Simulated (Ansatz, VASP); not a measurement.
## TiO2 in VASP and in Ansatz

```
Ti O
1.0
     2.72396   -2.72458    0.00000
     2.72396    2.72458    0.00000
    -2.65097    0.00000    4.82840
Ti O
2 4
Direct
  0.86589 0.13411 0.75000
  0.13411 0.86589 0.25000
  0.08876 0.33122 0.16715
  0.91124 0.66878 0.83285
  0.66878 0.91124 0.33285
  0.33122 0.08876 0.66715
```

Change from the starting cell: volume scaled by 1.02.

Alike in both runs: task single point; functional LDA; k mesh 8 × 8 × 6; occupations fermi-dirac, width 0.05 eV; no spin polarisation.

|  | VASP | Ansatz |
| --- | --- | --- |
| version | VASP 6.6.1 | Ansatz 0.2.0 |
| potentials or method | VASP PAW LDA potentials, release 64 (Ti_sv, O), cutoff 520 eV | all-electron LAPW, scalar-relativistic |

|  | VASP | Ansatz | Ansatz less VASP |
| --- | --- | --- | --- |
| gap on the k mesh at the Fermi level (eV) | 1.91 | 1.93 | +0.020 |
| least direct gap on the mesh (eV) | 2.25 | 2.27 | +0.019 |
| pressure (GPa) | -15.4 | -16.2 | -0.78 |
| traceless stress, the component that is largest in VASP (GPa) | -0.56 | -0.62 | -0.060 |
| rms of the force components (eV/Å) | 0.198 | 0.210 | +0.0126 |

LDA's correlation is that of Perdew and Zunger in VASP and of Perdew and Wang (1992) in Ansatz. Atom by atom the forces differ by 0.015 eV/Å (rms over components). Ansatz ran all-electron here, and VASP with PAW potentials.
